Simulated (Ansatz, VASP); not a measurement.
# Au in VASP and in Ansatz

Contents of INCAR:

```
  AGGAC = 1.0
  AGGAX = 1.0
  ALDAC = 0.0
  ALDAX = 1.0
  ALGO = Normal
  EDIFF = 1E-6
  ENCUT = 520
  GGA = B5
  ISIF = 2
  ISMEAR = -1
  LASPH = T
  LCHARG = F
  LREAL = F
  LWAVE = F
  NBANDS = 12
  NELM = 80
  PREC = Accurate
  SIGMA = 0.1
```

File KPOINTS:

```
k-points
0
Gamma
  13 13 13
```

File POSCAR:

```
Au
1.0
    2.7778313485      0.0000000000      0.0000000000
    0.0000000000      2.7778313485      0.0000000000
    0.0000000000      0.0000000000      2.7778313485
Au
1
Direct
    0.0000000000      0.0000000000      0.0000000000
```

Input for Ansatz:

```yaml
crystal:
  lattice:
    - [2.7778313485, 0.0, 0.0]
    - [0.0, 2.7778313485, 0.0]
    - [0.0, 0.0, 2.7778313485]
  atoms:
    - { symbol: Au, position: [0.0, 0.0, 0.0] }
hamiltonian:
  xc: blyp
  pseudopotentials:
    kind: paw
    azcp:
      Au: "pseudopotentials/Au.paw.azcp"
basis:
  ecutwfc: 420
  fft_grid_basis: typed
kpoints:
  mp_grid: { grid: [13, 13, 13], shift: [0, 0, 0] }
magnetization:
  spin_polarized: false
scf:
  occupations: { method: fermi_dirac, width: 0.1 }
  lower_state_search: "off"
output:
  stress: true
```

Alike in both runs: task single point; functional BLYP; k mesh 13 × 13 × 13; occupations fermi-dirac, width 0.1 eV; no spin polarisation.

|  | VASP | Ansatz |
| --- | --- | --- |
| version | VASP 6.6.1 | Ansatz 0.2.0 |
| potentials or method | VASP PAW PBE potentials, release 64 (Au), cutoff 520 eV | plane waves (420 eV) with PAW, scalar-relativistic |
| valence electrons in the cell | 11 | 19 |

```tsv
	VASP	Ansatz	Ansatz less VASP
pressure (GPa)	4.3	3.8	-0.49
```

VASP's potentials were made for PBE, not for BLYP. With one functional, cell and mesh, what is left measures potentials, basis and numerics. VASP's potentials hold 11 valence electrons a cell and Ansatz's 19, so a difference there can come from the potentials and not from the codes.

Spin-orbit coupling is off throughout.
